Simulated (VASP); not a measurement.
# Ir (Fm-3m) in VASP: single point with LDA

Aim: the single point of Ir with LDA.

Everything below comes from runs of VASP 6.6.1. Logs are shortened: lines on timing, memory, paths and dates and some standing lists are left out, and cuts for length are marked.

**1. The cell of the first run**

It takes space group Fm-3m (No. 225, cubic). The conventional cell has a = 3.811 Å, b = 3.811 Å, c = 3.811 Å, α = 90.00°, β = 90.00°, γ = 90.00°. Ir (site symmetry m-3m) has 12 Ir at 2.70 Å within 3.6 Å.

**2. Single point, LDA**

INCAR reads:

```
ALGO = Normal
EDIFF = 1E-6
ENCUT = 560
GGA_COMPAT = False
ISIF = 2
ISMEAR = -1
LASPH = True
LCHARG = False
LREAL = False
LWAVE = False
NBANDS = 14
NELM = 120
PREC = Accurate
SIGMA = 0.08
```

KPOINTS reads:

```
k-points
0
Gamma
  18 18 18
```

POSCAR reads:

```
Ir
1.0
    0.0000000000      1.9057020653      1.9057020653
    1.9057020653      0.0000000000      1.9057020653
    1.9057020653      1.9057020653      0.0000000000
Ir
1
Direct
    0.0000000000      0.0000000000      0.0000000000
```

Potentials or basis: VASP PAW LDA potentials, release 64 (Ir_sv_GW).

The run is started by

```
cat potpaw_LDA.64/Ir_sv_GW/POTCAR > POTCAR
mpirun -np 1 vasp_std > vasp.out
```

OUTCAR:

```text
EDIFF = 1E-6
   ENCUT = 560
   ISIF = 2
   ISMEAR = -1
   LASPH = True
   LREAL = False
   NELM = 120
   PREC = Accurate

 ion  position               nearest neighbor table
   1  0.000  0.000  0.000-

  LATTYP: Found a face centered cubic cell.
 ALAT       =     3.8114041306

  Lattice vectors:

 A1 = (   0.0000000000,   1.9057020653,   1.9057020653)
 A2 = (   1.9057020653,   0.0000000000,   1.9057020653)
 A3 = (   1.9057020653,   1.9057020653,   0.0000000000)

Analysis of symmetry for initial positions (statically):
=====================================================================
 Subroutine PRICEL returns:
 Original cell was already a primitive cell.

 Routine SETGRP: Setting up the symmetry group for a
 face centered cubic supercell.

 Subroutine GETGRP returns: Found 48 space group operations
 (whereof 48 operations were pure point group operations)
 out of a pool of 48 trial point group operations.

The static configuration has the point symmetry O_h .

Analysis of symmetry for dynamics (positions and initial velocities):
=====================================================================
 Subroutine PRICEL returns:
 Original cell was already a primitive cell.

 Routine SETGRP: Setting up the symmetry group for a
 face centered cubic supercell.

 Subroutine GETGRP returns: Found 48 space group operations
 (whereof 48 operations were pure point group operations)
 out of a pool of 48 trial point group operations.

The dynamic configuration has the point symmetry O_h .

 Subroutine INISYM returns: Found 48 space group operations
 (whereof 48 operations are pure point group operations),
 and found     1 'primitive' translations

----------------------------------------------------------------------------------------

                                     Primitive cell

  volume of cell :      13.8419

  direct lattice vectors                    reciprocal lattice vectors
     0.000000000  1.905702065  1.905702065    -0.262370498  0.262370498  0.262370498
     1.905702065  0.000000000  1.905702065     0.262370498 -0.262370498  0.262370498
     1.905702065  1.905702065  0.000000000     0.262370498  0.262370498 -0.262370498

  length of vectors
     2.695069707  2.695069707  2.695069707     0.454439033  0.454439033  0.454439033

  position of ions in fractional coordinates (direct lattice)
     0.000000000  0.000000000  0.000000000

  ion indices of the primitive-cell ions
   primitive index   ion index
[... 80 lines left out ...]
   ISYM   =      2    0-nonsym 1-usesym 2-fastsym
   POTIM  = 0.5000    time-step for ionic-motion
   TEBEG  =    0.0;   TEEND  =   0.0 temperature during run
   PSTRESS=    0.0 pullay stress
   NELECT =      17.0000    total number of electrons
   NUPDOWN=      -1.0000    fix difference up-down
   EMIN   =  10.00;   EMAX   =-10.00  energy-range for DOS
   EFERMI =   0.00;   METHOD = LEGACY
   ISMEAR =    -1;   SIGMA  =   0.08  broadening in eV -4-tet -1-fermi 0-gaus
   EFERMI_NEDOS =   21; number of points for ismear=-14 and -15
   IALGO  =     38    algorithm
   IMIX   =      4    mixing-type and parameters
     AMIX     =   0.40;   BMIX     =  1.00
     AMIX_MAG =   1.60;   BMIX_MAG =  1.00
  volume/ion in A,a.u.               =      13.84        93.41
  Fermi-wavevector in a.u.,A,eV,Ry     =   1.753178  3.313027 41.819341  3.073635
  Thomas-Fermi vector in A             =   2.823365
   LORBIT       =      0    0 simple, 1 ext, 2 COOP (PROOUT), +10 PAW based schemes
   GGA     = CA    functional components
   LHFCALC =     F    Hartree Fock is set to
   AEXX    =    0.0000 exact exchange contribution
   IVDW    =     0    specifies the selected vdW correction
   LEPSILON=     F    determine dielectric tensor
   LRPA    =     F    only Hartree local field effects (RPA)
 non-spin polarized calculation
  energy-cutoff  :      560.00
  volume of cell :       13.84
 maximum number of plane-waves:       444
 NGX is ok and might be reduce to    24
   NGX = 11   NGY = 11   NGZ = 11

 number of electron      17.0000000 magnetization

 Free energy of the ion-electron system (eV)
  ---------------------------------------------------
  ext. energy  EPLUGINS =         0.00000000
  ---------------------------------------------------
  free energy    TOTEN  =       -10.91689305 eV

  energy without entropy =      -10.89801389  energy(sigma->0) =      -10.90745347

 E-fermi :  13.1077     XC(G=0): -14.9239

 val. band max:       13.1071385666   @ k =   0.5000   0.3889   0.0556
 cond. band min:      13.1168279634   @ k =   0.5000   0.2222   0.1111
 fundamental gap:      0.0096893968
 Fermi energy:        13.1076988591

 k-point     1 :       0.0000    0.0000    0.0000
  band No.  band energies     occupation
      1     -79.5170      2.00000
      2     -36.1574      2.00000
      3     -36.1574      2.00000
      4     -36.1574      2.00000
      5       1.7682      2.00000
      6       9.0491      2.00000
      7       9.0491      2.00000
      8       9.0491      2.00000
      9      11.8659      2.00000
     10      11.8659      2.00000
     11      26.6692      0.00000
     12      32.2654      0.00000
     13      32.2654      0.00000
     14      32.2654      0.00000
[... 377 lines left out ...]
      1     -79.4805      2.00000
      2     -36.5763      2.00000
      3     -36.2435      2.00000
      4     -36.2054      2.00000
      5       4.0238      2.00000
      6       8.3762      2.00000
      7       9.5255      2.00000
      8       9.6167      2.00000
      9      11.5444      2.00000
     10      12.4436      1.99950
     11      27.0172      0.00000
     12      29.7091      0.00000
     13      34.9277      0.00000
     14      36.1421      0.00000

 [... further k-points ...]

------------------------ aborting loop because EDIFF is reached ----------------------------------------

  FORCE on cell =-STRESS in cart. coord.  units (eV):
  Direction    XX          YY          ZZ          XY          YZ          ZX
  --------------------------------------------------------------------------------------
  -------------------------------------------------------------------------------------
  Total       -0.0314452     -0.0314452     -0.0314452      0.0000000      0.0000000      0.0000000
  in kB       -3.6397315     -3.6397315     -3.6397315      0.0000000      0.0000000      0.0000000
  external PRESSURE =      -3.6397315 kB  Pullay stress =       0.0000000 kB

 VOLUME and BASIS-vectors are now :
 -----------------------------------------------------------------------------
  energy-cutoff  :      560.00
  volume of cell :       13.84
      direct lattice vectors                 reciprocal lattice vectors
     0.000000000  1.905702065  1.905702065    -0.262370498  0.262370498  0.262370498
     1.905702065  0.000000000  1.905702065     0.262370498 -0.262370498  0.262370498
     1.905702065  1.905702065  0.000000000     0.262370498  0.262370498 -0.262370498

 POSITION                                       TOTAL-FORCE (eV/Angst)
 -----------------------------------------------------------------------------------
      0.00000      0.00000      0.00000         0.000000      0.000000      0.000000
 -----------------------------------------------------------------------------------
    total drift:                               -0.000000      0.000000     -0.000000

  FREE ENERGIE OF THE ION-ELECTRON SYSTEM (eV)
  ---------------------------------------------------
  free  energy   TOTEN  =       -10.9168930474 eV

  energy  without entropy=      -10.8980138922  energy(sigma->0) =      -10.90745347
```

OSZICAR:

```text
N       E                     dE             d eps       ncg     rms          rms(c)
DAV:   1     0.117447910698E+03    0.11745E+03   -0.12016E+04  5610   0.135E+03
DAV:   2    -0.103440498112E+02   -0.12779E+03   -0.12247E+03  6918   0.408E+02
DAV:   3    -0.121187544700E+02   -0.17747E+01   -0.17696E+01  5964   0.449E+01
DAV:   4    -0.121214906505E+02   -0.27362E-02   -0.27361E-02  6468   0.215E+00
DAV:   5    -0.121214960900E+02   -0.54395E-05   -0.54403E-05  5994   0.916E-02    0.716E+01
DAV:   6    -0.110243588181E+02    0.10971E+01   -0.14403E+00  5730   0.127E+01    0.387E+01
DAV:   7    -0.109345596033E+02    0.89799E-01   -0.40485E-01  6186   0.623E+00    0.738E+00
DAV:   8    -0.109170889429E+02    0.17471E-01   -0.62151E-02  5478   0.312E+00    0.668E-01
DAV:   9    -0.109170299737E+02    0.58969E-04   -0.72455E-04  6216   0.317E-01    0.318E-01
DAV:  10    -0.109168951173E+02    0.13486E-03   -0.23677E-04  5832   0.224E-01    0.242E-01
DAV:  11    -0.109168931111E+02    0.20062E-05   -0.50290E-06  6210   0.298E-02    0.524E-02
DAV:  12    -0.109168930474E+02    0.63759E-07   -0.17362E-07  2874   0.469E-03
   1 F= -.10916893E+02 E0= -.10907453E+02  d E =-.188792E-01
```

Run time: 45 s. Hardware: 1 thread of Intel Xeon Platinum 8375C at 2.90GHz (Ice Lake), shared host; peak memory 0.17 GiB.

Results:

```
Free energy            : -10.9169 eV
Pressure               : -0.4 GPa
Band gap on the k mesh : zero (an odd number of electrons rules out a gap without spin polarisation)
```

Caveat: spin-orbit coupling is left out, which moves the levels of the heavy elements.
